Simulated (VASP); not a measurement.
Wanted: the native input for a VASP 6.6.1 run.

| Item | Value |
| --- | --- |
| Task | single point |
| Functional | r2SCAN |
| Potentials or basis | VASP PAW PBE potentials, release 64 (K_sv, Br) |
| Cutoff | 520 eV |
| k mesh | 6 × 6 × 6 |
| Occupations | gaussian, width 0.05 eV |
| Spin | no spin polarisation |
| Dipole correction | no |
| Further INCAR settings | ALGO = Normal; EDIFF = 1e-06; NBANDS = 15 |

The system is KBr.

```
CELL_PARAMETERS angstrom
0.00000 3.16080 3.29250
3.16080 0.00000 3.29250
3.16080 3.16080 0.00000
ATOMIC_POSITIONS crystal
K 0.00000 0.00000 0.00000
Br 0.50000 0.50000 0.50000
```

This cell differs from its parent crystal: strain -0.040 along x and y, +0.000 along z.

These files were run (other wordings do the same):

POSCAR

```
KBr
1.0
    0.0000000000      3.1608000000      3.2925000000
    3.1608000000      0.0000000000      3.2925000000
    3.1608000000      3.1608000000      0.0000000000
K Br
1 1
Direct
    0.0000000000      0.0000000000      0.0000000000
    0.5000000000      0.5000000000      0.5000000000
```

INCAR.step1

```
SYSTEM = KBr
PREC = Accurate
ENCUT = 520
ISMEAR = 0
SIGMA = 0.05
LREAL = .False.
LASPH = .True.
NELM = 60
NBANDS = 15
GGA = PE
ALGO = Normal
EDIFF = 1E-4
LWAVE = .True.
LCHARG = .False.
```

INCAR.step2

```
SYSTEM = KBr
PREC = Accurate
ENCUT = 520
EDIFF = 1E-6
ISMEAR = 0
SIGMA = 0.05
LREAL = .False.
LASPH = .True.
NELM = 60
ALGO = Normal
ISIF = 2
LWAVE = .False.
LCHARG = .False.
METAGGA = R2SCAN
LMIXTAU = .True.
NBANDS = 15
ISTART = 1
```

KPOINTS

```
Automatic mesh
0
Gamma
  6 6 6
  0 0 0
```

Potentials or basis: VASP PAW PBE potentials, release 64 (K_sv, Br).

The run is started by

```bash
$ cat potpaw_PBE.64/K_sv/POTCAR potpaw_PBE.64/Br/POTCAR > POTCAR
$ cp INCAR.step1 INCAR
$ mpirun -np 1 vasp_std > vasp.out
$ cp INCAR.step2 INCAR
$ mpirun -np 1 vasp_std > vasp.out
```

It gave:

The pressure is 2.0 GPa. The band gap on the k mesh is 5.32 eV, direct.

Caveat: the cell differs from its parent crystal (strain -0.040 along x and y, +0.000 along z); the PAW data sets were made with another functional, which shifts forces and pressure a little.

Run time: 55 s on 1 thread of Intel(R) Xeon(R) 6975P-C (Granite Rapids), on a shared host, peak memory 0.22 GiB.
